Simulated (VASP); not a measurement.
# TaN (C2/m) in VASP: notebook

TaN is run at these levels: PBE; tasks: single point.

Everything below comes from runs of VASP 6.6.1. Logs are shortened: lines on timing, memory, paths and dates and some standing lists are left out, and cuts for length are marked.

### 1 The cell of the first run

The structure is monoclinic, space group C2/m (No. 12). Conventional cell: a = 4.416 Å, b = 4.416 Å, c = 4.416 Å, α = 90.00°, β = 90.00°, γ = 90.00°. Ta (site symmetry m) has 6 N at 2.19 to 2.27 Å and 1 Ta at 2.86 Å within 2.9 Å. Within 2.9 Å of N (site symmetry m) lie 6 Ta at 2.19 to 2.27 Å and 1 N at 2.78 Å.

### 2 Single point, PBE (mode 1 frozen in at -0.068 Å and mode 2 at -0.179 Å (largest displacements))

File INCAR:

```
  PREC = Accurate
  ENCUT = 520
  EDIFF = 1E-7
  ISMEAR = 0
  SIGMA = 0.15
  LREAL = F
  LASPH = T
  NELM = 80
  ALGO = Normal
  ISIF = 2
  LWAVE = F
  LCHARG = T
  GGA = PE
  LELF = T
  LVHAR = T
  NBANDS = 24
```

File KPOINTS:

```
regular mesh
0
Gamma
  14 14 10
```

File POSCAR:

```
TaN
1.0
    0.0000000000     -2.2081122572     -2.2081122572
    0.0000000000      2.2081122572     -2.2081122572
    4.4162245144      0.0000000000      0.0000000000
Ta N
2 2
Direct
    0.5364019952      0.4635980048     -0.0068336334
   -0.0364019952      0.0364019952      0.5068336334
    0.4594223529      0.5405776471      0.4845569446
    0.0405776471     -0.0405776471      0.0154430554
```

Potentials or basis: VASP PAW PBE potentials, release 64 (Ta_pv, N).

Run with:

```console
$ cat potpaw_PBE.64/Ta_pv/POTCAR potpaw_PBE.64/N/POTCAR > POTCAR
$ mpirun -np 1 vasp_std > vasp.out
```

OUTCAR:

```text
PREC = Accurate
   ENCUT = 520
   EDIFF = 1E-7
   ISMEAR = 0
   LREAL = F
   LASPH = T
   NELM = 80
   ISIF = 2
   GGA = PE

 ion  position               nearest neighbor table
   1  0.536  0.464  0.993-   4 2.19   3 2.20   4 2.21   4 2.21   4 2.23   3 2.27   2 2.86   2 2.95
                             2 3.10   2 3.10   2 3.18   2 3.18   2 3.32   2 3.40
   2  0.964  0.036  0.507-   3 2.19   4 2.20   3 2.21   3 2.21   3 2.23   4 2.27   1 2.86   1 2.95
                             1 3.10   1 3.10   1 3.18   1 3.18   1 3.32   1 3.40
   3  0.459  0.541  0.485-   2 2.19   1 2.20   2 2.21   2 2.21   2 2.23   1 2.27
   4  0.041  0.959  0.015-   1 2.19   2 2.20   1 2.21   1 2.21   1 2.23   2 2.27

  LATTYP: Found a simple tetragonal cell.
 ALAT       =     3.1227423014
 C/A-ratio  =     1.4142135624

  Lattice vectors:

 A1 = (   0.0000000000,  -2.2081122572,  -2.2081122572)
 A2 = (   0.0000000000,   2.2081122572,  -2.2081122572)
 A3 = (   4.4162245144,   0.0000000000,   0.0000000000)

Analysis of symmetry for initial positions (statically):
=====================================================================
 Subroutine PRICEL returns:
 Original cell was already a primitive cell.

 Routine SETGRP: Setting up the symmetry group for a
 simple tetragonal supercell.

 Subroutine GETGRP returns: Found  4 space group operations
 (whereof  2 operations were pure point group operations)
 out of a pool of 16 trial point group operations.

The static configuration has the point symmetry C_1h.
 The point group associated with its full space group is C_2h.

Analysis of symmetry for dynamics (positions and initial velocities):
=====================================================================
 Subroutine PRICEL returns:
 Original cell was already a primitive cell.

 Routine SETGRP: Setting up the symmetry group for a
 simple tetragonal supercell.

 Subroutine GETGRP returns: Found  4 space group operations
 (whereof  2 operations were pure point group operations)
 out of a pool of 16 trial point group operations.

The dynamic configuration has the point symmetry C_1h.
 The point group associated with its full space group is C_2h.

 Subroutine INISYM returns: Found  4 space group operations
 (whereof  2 operations are pure point group operations),
 and found     1 'primitive' translations

----------------------------------------------------------------------------------------

                                     Primitive cell

  volume of cell :      43.0649

  direct lattice vectors                    reciprocal lattice vectors
     0.000000000 -2.208112257 -2.208112257     0.000000000 -0.226437763 -0.226437763
     0.000000000  2.208112257 -2.208112257     0.000000000  0.226437763 -0.226437763
     4.416224514  0.000000000  0.000000000     0.226437763  0.000000000  0.000000000

  length of vectors
     3.122742301  3.122742301  4.416224514     0.320231355  0.320231355  0.226437763

  position of ions in fractional coordinates (direct lattice)
     0.536401995  0.463598005  0.993166367
     0.963598005  0.036401995  0.506833633
     0.459422353  0.540577647  0.484556945
     0.040577647  0.959422353  0.015443055

  ion indices of the primitive-cell ions
   primitive index   ion index
                 1           1
                 2           2
                 3           3
                 4           4

----------------------------------------------------------------------------------------

 KPOINTS: regular mesh

Automatic generation of k-mesh.
 Grid dimensions read from file:
 generate k-points for:   14   14   10

 Generating k-lattice:

  Cartesian coordinates                     Fractional coordinates (reciprocal lattice)
     0.000000000 -0.016174126 -0.016174126     0.071428571  0.000000000  0.000000000
     0.000000000  0.016174126 -0.016174126     0.000000000  0.071428571  0.000000000
     0.022643776  0.000000000  0.000000000     0.000000000  0.000000000  0.100000000

  Length of vectors
     0.022873668  0.022873668  0.022643776

  Shift w.r.t. Gamma in fractional coordinates (k-lattice)
     0.000000000  0.000000000  0.000000000

 Subroutine IBZKPT returns following result:
 ===========================================

 Found    534 irreducible k-points:

 Following reciprocal coordinates:
            Coordinates               Weight
  0.000000  0.000000  0.000000      1.000000
  0.071429  0.000000  0.000000      4.000000
  0.142857  0.000000  0.000000      4.000000
  0.214286  0.000000  0.000000      4.000000
  0.285714  0.000000  0.000000      4.000000
  0.357143  0.000000  0.000000      4.000000
[... 16 lines left out ...]
 -0.142857  0.142857  0.000000      2.000000
  0.214286  0.142857  0.000000      4.000000
 [... further k-points ...]
   k-points           NKPTS =    534   k-points in BZ     NKDIM =    534   number of bands    NBANDS=     24
   number of dos      NEDOS =    301   number of ions     NIONS =      4
   total plane-waves  NPLWV =  20736
   dimension x,y,z NGX =    24 NGY =   24 NGZ =   36
   dimension x,y,z NGXF=    48 NGYF=   48 NGZF=   72
   ions per type =               2   2
   NGX,Y,Z   is equivalent  to a cutoff of  12.78, 12.78, 13.55 a.u.
   NGXF,Y,Z  is equivalent  to a cutoff of  25.55, 25.55, 27.10 a.u.
 SYSTEM =  unknown system
   PREC   = accura    normal or accurate (medium, high low for compatibility)
   ISTART =      0    job   : 0-new  1-cont  2-samecut
   ICHARG =      2    charge: 1-file 2-atom 10-const
   ISPIN  =      1    spin polarized calculation?
   LNONCOLLINEAR =      F non collinear calculations
   LSORBIT =      F    spin-orbit coupling
   LASPH  =      T    aspherical Exc in radial PAW
   ENCUT  =  520.0 eV  38.22 Ry    6.18 a.u.   5.81  5.81  8.21*2*pi/ulx,y,z
   NELM   =     80;   NELMIN=  2; NELMDL= -5     # of ELM steps
   EDIFF  = 0.1E-06   stopping-criterion for ELM
   LREAL  =      F    real-space projection
   EDIFFG = 0.1E-05   stopping-criterion for IOM
   NSW    =      0    number of steps for IOM
   IBRION =     -1    ionic relax: 0-MD 1-quasi-New 2-CG
   NFREE  =      0    steps in history (QN), initial steepest desc. (CG)
   ISIF   =      2    stress and relaxation
   ISYM   =      2    0-nonsym 1-usesym 2-fastsym
   POTIM  = 0.5000    time-step for ionic-motion
   TEBEG  =    0.0;   TEEND  =   0.0 temperature during run
   PSTRESS=    0.0 pullay stress
   NELECT =      32.0000    total number of electrons
   NUPDOWN=      -1.0000    fix difference up-down
   EMIN   =  10.00;   EMAX   =-10.00  energy-range for DOS
   EFERMI =   0.00;   METHOD = LEGACY
   ISMEAR =     0;   SIGMA  =   0.15  broadening in eV -4-tet -1-fermi 0-gaus
   EFERMI_NEDOS =   21; number of points for ismear=-14 and -15
   IALGO  =     38    algorithm
   IMIX   =      4    mixing-type and parameters
     AMIX     =   0.40;   BMIX     =  1.00
     AMIX_MAG =   1.60;   BMIX_MAG =  1.00
  volume/ion in A,a.u.               =      10.77        72.65
  Fermi-wavevector in a.u.,A,eV,Ry     =   1.482804  2.802093 29.915225  2.198707
  Thomas-Fermi vector in A             =   2.596544
   LORBIT       =      0    0 simple, 1 ext, 2 COOP (PROOUT), +10 PAW based schemes
   GGA     = PE    functional components
   LHFCALC =     F    Hartree Fock is set to
   AEXX    =    0.0000 exact exchange contribution
   IVDW    =     0    specifies the selected vdW correction
   LEPSILON=     F    determine dielectric tensor
   LRPA    =     F    only Hartree local field effects (RPA)
 non-spin polarized calculation
 Gauss-broadening in eV      SIGMA  =   0.15
  energy-cutoff  :      520.00
  volume of cell :       43.06
 maximum number of plane-waves:      1208
   NGX = 11   NGY = 11   NGZ = 17

 number of electron      31.9999996 magnetization

 Free energy of the ion-electron system (eV)
  ---------------------------------------------------
  ext. energy  EPLUGINS =         0.00000000
  ---------------------------------------------------
  free energy    TOTEN  =       -43.71990744 eV

  energy without entropy =      -43.70365238  energy(sigma->0) =      -43.71177991

 E-fermi :   9.0710     XC(G=0): -13.3673

 val. band max:        9.0700984292   @ k =   0.0714  -0.3571   0.4000
 cond. band min:       9.0721926070   @ k =  -0.1429   0.1429   0.3000
 fundamental gap:      0.0020941778
 Fermi energy:         9.0709558237

 k-point     1 :       0.0000    0.0000    0.0000
  band No.  band energies     occupation
      1     -27.0923      2.00000
      2     -26.7124      2.00000
      3     -26.6652      2.00000
      4     -26.4823      2.00000
      5     -26.3815      2.00000
      6     -26.2864      2.00000
[... 16 lines left out ...]
     23      12.1705      0.00000
     24      13.4012      0.00000

 k-point     2 :       0.0714    0.0000    0.0000
  band No.  band energies     occupation
      1     -27.0824      2.00000
      2     -26.7229      2.00000
      3     -26.6694      2.00000
      4     -26.4965      2.00000
      5     -26.3920      2.00000
      6     -26.2941      2.00000
[... 16 lines left out ...]
     23      12.1526      0.00000
     24      13.3884      0.00000

 k-point     3 :       0.1429    0.0000    0.0000
  band No.  band energies     occupation
      1     -27.0539      2.00000
      2     -26.7687      2.00000
      3     -26.6637      2.00000
      4     -26.5495      2.00000
      5     -26.4099      2.00000
      6     -26.3145      2.00000
[... 16 lines left out ...]
     23      12.4491      0.00000
     24      13.3060      0.00000
[... 514 lines left out ...]
 k-point    23 :      -0.1429    0.1429    0.0000
  band No.  band energies     occupation
      1     -27.0167      2.00000
      2     -26.7995      2.00000
      3     -26.6929      2.00000
      4     -26.5271      2.00000
      5     -26.5119      2.00000
      6     -26.3456      2.00000
[... 16 lines left out ...]
     23      13.0247      0.00000
     24      13.8178      0.00000

 k-point    24 :       0.2143    0.1429    0.0000
  band No.  band energies     occupation
      1     -26.9786      2.00000
      2     -26.8232      2.00000
      3     -26.7132      2.00000
      4     -26.7002      2.00000
      5     -26.4539      2.00000
      6     -26.3615      2.00000
[... 16 lines left out ...]
     23      13.3260      0.00000
     24      14.3182      0.00000

 [... further k-points ...]
[... 5 lines left out ...]
  --------------------------------------------------------------------------------------
  -------------------------------------------------------------------------------------
  Total       -0.3808724      2.4982964     -1.0591931     -0.3117005      0.0000000      0.0000000
  in kB      -14.1698956     92.9460858    -39.4059944    -11.5964398      0.0000000      0.0000000
  external PRESSURE =      13.1233986 kB  Pullay stress =       0.0000000 kB

 VOLUME and BASIS-vectors are now :
 -----------------------------------------------------------------------------
  energy-cutoff  :      520.00
  volume of cell :       43.06
      direct lattice vectors                 reciprocal lattice vectors
     0.000000000 -2.208112257 -2.208112257     0.000000000 -0.226437763 -0.226437763
     0.000000000  2.208112257 -2.208112257     0.000000000  0.226437763 -0.226437763
     4.416224514  0.000000000  0.000000000     0.226437763  0.000000000  0.000000000

 POSITION                                       TOTAL-FORCE (eV/Angst)
 -----------------------------------------------------------------------------------
      4.38605     -0.16076     -2.20811        -0.822092      0.252829      0.000000
      2.23829     -2.04735     -2.20811         0.822092     -0.252829      0.000000
      2.13991      0.17920     -2.20811         0.142896     -0.405222      0.000000
      0.06820      2.02891     -2.20811        -0.142896      0.405222      0.000000
 -----------------------------------------------------------------------------------
    total drift:                               -0.000000      0.000000     -0.000000

  FREE ENERGIE OF THE ION-ELECTRON SYSTEM (eV)
  ---------------------------------------------------
  free  energy   TOTEN  =       -43.7199074401 eV

  energy  without entropy=      -43.7036523795  energy(sigma->0) =      -43.71177991
```

Wall time 11 min (1 thread of Oxide Virtual Turin-like, shared host); peak memory 0.5 GiB.

What came out:

```
Free energy            : -43.7199 eV
Pressure               : 1.3 GPa
Largest force          : 0.860 eV/Å
Band gap on the k mesh : zero (band 16 reaches 10.60 eV, above the bottom of band 17 at 7.57 eV)
```

Forces on the atoms (eV/Å):
```
Ta  -0.822  0.253  0.000
Ta   0.822 -0.253  0.000
N    0.143 -0.405  0.000
N   -0.143  0.405  0.000
```

Stress tensor (GPa, compression positive):
```
-1.42 -1.16  0.00
-1.16  9.29  0.00
 0.00  0.00 -3.94
```

Levels at points of the mesh, in eV from the Fermi level:
```tsv
k point	band 14	band 15	band 16	band 17	band 18	band 19
(0.00, 0.00, 0.00)	-3.34	-3.31	-1.95	-1.50	-1.39	0.31
(0.50, 0.00, 0.00)	-5.17	-1.06	0.33	1.22	1.56	2.25
(0.50, 0.50, 0.00)	-4.25	-4.18	-3.17	2.63	2.88	3.63
(0.00, 0.00, 0.50)	-4.02	-3.90	-3.76	0.51	0.91	1.53
(0.50, 0.00, 0.50)	-6.84	1.49	1.53	1.87	2.06	2.21
(0.50, 0.50, 0.50)	-5.75	-0.90	-0.61	0.22	0.79	3.75
```

Caveat: the cell differs from its parent crystal (mode 1 frozen in at -0.068 Å and mode 2 at -0.179 Å (largest displacements)); spin-orbit coupling is left out, which moves the levels of the heavy elements.

### 3 Single point, PBE (mode 1 frozen in at -0.068 Å and mode 2 at -0.239 Å (largest displacements))

File INCAR:

```
ALGO     = Normal         # electronic algorithm
EDIFF    = 1E-6           # SCF threshold, eV
ENCUT    = 520            # plane-wave cutoff, eV
GGA      = PE             # functional
ISIF     = 2              # what is computed and relaxed
ISMEAR   = 0              # smearing method
LASPH    = True           # aspherical terms in the spheres
LCHARG   = True           # write CHGCAR
LELF     = True           # ELF
LREAL    = False          # projectors in reciprocal space
LVHAR    = True         
LWAVE    = False          # write WAVECAR
NBANDS   = 24             # bands
NELM     = 60             # most SCF steps
PREC     = Accurate       # precision mode
SIGMA    = 0.15           # smearing width, eV
```

File KPOINTS:

```
k-points
0
Gamma
  14 14 10
```

File POSCAR:

```
TaN
1.0
    0.0000000000     -2.2081122572     -2.2081122572
    0.0000000000      2.2081122572     -2.2081122572
    4.4162245144      0.0000000000      0.0000000000
Ta N
2 2
Direct
    0.5485495360      0.4514504640     -0.0068336334
   -0.0485495360      0.0485495360      0.5068336334
    0.4458813746      0.5541186254      0.4845569446
    0.0541186254     -0.0541186254      0.0154430554
```

Potentials or basis: VASP PAW PBE potentials, release 64 (Ta_pv, N).

Run with:

```console
$ cat potpaw_PBE.64/Ta_pv/POTCAR potpaw_PBE.64/N/POTCAR > POTCAR
$ mpirun -np 1 vasp_std > vasp.out
```

It took 5.8 min on 1 thread of Oxide Virtual Turin-like, shared host; peak memory 0.51 GiB.

It converged, with:

- Free energy: -43.5824 eV
- Pressure: 2.1 GPa
- Largest force: 1.191 eV/Å
- Band gap on the k mesh: zero (band 16 reaches 10.22 eV, above the bottom of band 17 at 7.54 eV)

Forces on the atoms (eV/Å):
```
Ta  -0.639  1.005  0.000
Ta   0.639 -1.005  0.000
N    0.265 -0.816  0.000
N   -0.265  0.816  0.000
```

Stress tensor (GPa, compression positive):
```
-0.52 -0.95  0.00
-0.95 12.51  0.00
 0.00  0.00 -5.75
```

Levels at points of the mesh, in eV from the Fermi level:
| k point | band 14 | band 15 | band 16 | band 17 | band 18 | band 19 |
| --- | --- | --- | --- | --- | --- | --- |
| (0.00, 0.00, 0.00) | -3.15 | -3.07 | -1.91 | -1.27 | -1.07 | 0.36 |
| (0.50, 0.00, 0.00) | -4.68 | -1.29 | 0.34 | 1.52 | 1.60 | 2.19 |
| (0.50, 0.50, 0.00) | -4.08 | -4.04 | -2.59 | 2.88 | 3.12 | 3.66 |
| (0.00, 0.00, 0.50) | -3.80 | -3.73 | -3.72 | 0.38 | 0.76 | 1.66 |
| (0.50, 0.00, 0.50) | -6.54 | 1.28 | 1.29 | 1.88 | 2.09 | 2.38 |
| (0.50, 0.50, 0.50) | -5.41 | -1.01 | -0.53 | -0.05 | 0.86 | 3.86 |

Caveat: the cell differs from its parent crystal (mode 1 frozen in at -0.068 Å and mode 2 at -0.239 Å (largest displacements)); spin-orbit coupling is left out, which moves the levels of the heavy elements; forces of over 1 eV/Å act on the atoms, so gaps and moduli don't describe the material at rest.
